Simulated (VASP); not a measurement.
AlN (a cell with a defect):

```xyz
94
Lattice="9.3414 0.0000 0.0000 0.0000 10.7866 0.0000 0.0000 0.0000 9.9671" Properties=species:S:1:pos:R:3 pbc="T T T"
Al    1.5306    0.8669    2.4970
Al    1.5447    0.8937    7.4605
Al    9.3401    3.6123    2.5030
Al    9.3402    3.5999    7.4575
Al    4.6695    0.8855    2.4994
Al    4.6695    0.8875    7.4591
Al    2.8287    3.4203    2.6249
Al    3.0798    3.5698    7.3711
Al    1.5543    6.2995    2.4974
Al    1.5545    6.2952    7.4622
Al    9.3401    8.9720    2.4877
Al    9.3401    8.9804    7.4678
Al    7.8080    0.8667    2.4968
Al    7.7941    0.8937    7.4604
Al    6.5101    3.4199    2.6252
Al    6.2596    3.5696    7.3707
Al    4.6691    6.6456    2.6237
Al    4.6694    6.3366    7.3686
Al    3.0885    9.0236    2.4943
Al    3.1068    8.9981    7.4621
Al    7.7848    6.2997    2.4978
Al    7.7844    6.2952    7.4622
Al    6.2502    9.0236    2.4941
Al    6.2320    8.9982    7.4622
Al    9.3402    1.8200    4.9634
Al    9.3404    1.8048    9.9473
Al    3.1175    1.7868    4.9735
Al    3.1102    1.7882    9.9345
Al    1.5749    4.5058    4.9770
Al    1.5581    4.4955    9.9303
Al    9.3406    7.1857    4.9779
Al    9.3404    7.1853    9.9526
Al    6.2214    1.7869    4.9733
Al    6.2293    1.7881    9.9347
Al    4.6699    4.4954    9.2251
Al    3.1071    7.1938    4.9748
Al    3.1104    7.1980    9.9347
Al    1.5395    9.8860    4.9841
Al    1.5489    9.8860    9.9425
Al    7.7644    4.5062    4.9769
Al    7.7814    4.4954    9.9307
Al    6.2324    7.1938    4.9750
Al    6.2290    7.1979    9.9347
Al    4.6696    9.8697    4.9691
Al    4.6697    9.8837    9.9503
Al    7.7998    9.8860    4.9840
Al    7.7905    9.8860    9.9424
N     9.3401    1.8150    1.8956
N     9.3402    1.8054    6.8722
N     3.1124    1.7645    1.8701
N     3.1076    1.7652    6.8744
N     1.5536    4.5126    1.8652
N     1.5412    4.5063    6.8762
N     9.3402    7.1808    1.8879
N     9.3402    7.1896    6.8793
N     6.2264    1.7645    1.8702
N     6.2313    1.7651    6.8740
N     4.6696    4.4953    7.2965
N     3.0898    7.2080    1.8682
N     3.0911    7.2110    6.8740
N     1.5388    9.8824    1.8778
N     1.5453    9.8857    6.8845
N     7.7851    4.5127    1.8659
N     7.7983    4.5065    6.8758
N     6.2491    7.2078    1.8681
N     6.2478    7.2111    6.8741
N     4.6695    9.8772    1.8928
N     4.6695    9.8786    6.8746
N     7.8001    9.8826    1.8778
N     7.7936    9.8858    6.8845
N     1.5373    0.8751    4.3851
N     1.5465    0.8943    9.3660
N     9.3393    3.6252    4.3864
N     9.3403    3.5991    9.3640
N     4.6693    0.8759    4.3824
N     4.6696    0.8927    9.3649
N     2.9779    3.5048    4.3756
N     3.0697    3.5636    9.3726
N     1.5505    6.3018    4.3811
N     1.5567    6.2933    9.3651
N     9.3403    8.9752    4.3836
N     9.3403    8.9788    9.3676
N     7.8014    0.8752    4.3849
N     7.7926    0.8941    9.3658
N     6.3600    3.5056    4.3755
N     6.2698    3.5633    9.3725
N     4.6698    6.4733    4.3754
N     4.6696    6.3482    9.3711
N     3.0860    9.0129    4.3845
N     3.1085    8.9983    9.3657
N     7.7892    6.3025    4.3816
N     7.7824    6.2931    9.3651
N     6.2531    9.0128    4.3844
N     6.2306    8.9982    9.3658
```

Base run:

- Program: VASP 6.6.1
- Functional: r2SCAN
- Potentials or basis: VASP PAW PBE potentials, release 64 (Al, N)
- Cutoff: 580 eV
- k mesh: 1 × 1 × 1, shifted
- Occupations: fermi-dirac, width 0.05 eV
- Spin: no spin polarisation

Its results: band gap on the k mesh 1.45 eV; pressure 0.9 GPa; largest force 0.237 eV/Å.

The run is repeated on the same cell with these changes: functional from r2SCAN to PBEsol; cutoff from 580 eV to 520 eV. What comes out?

Band gap on the k mesh 1.18 eV; pressure 2.3 GPa; largest force 0.049 eV/Å.

Caveats: the PAW data sets were made with another functional, which shifts forces and pressure a little.

A k mesh can miss the band edges.
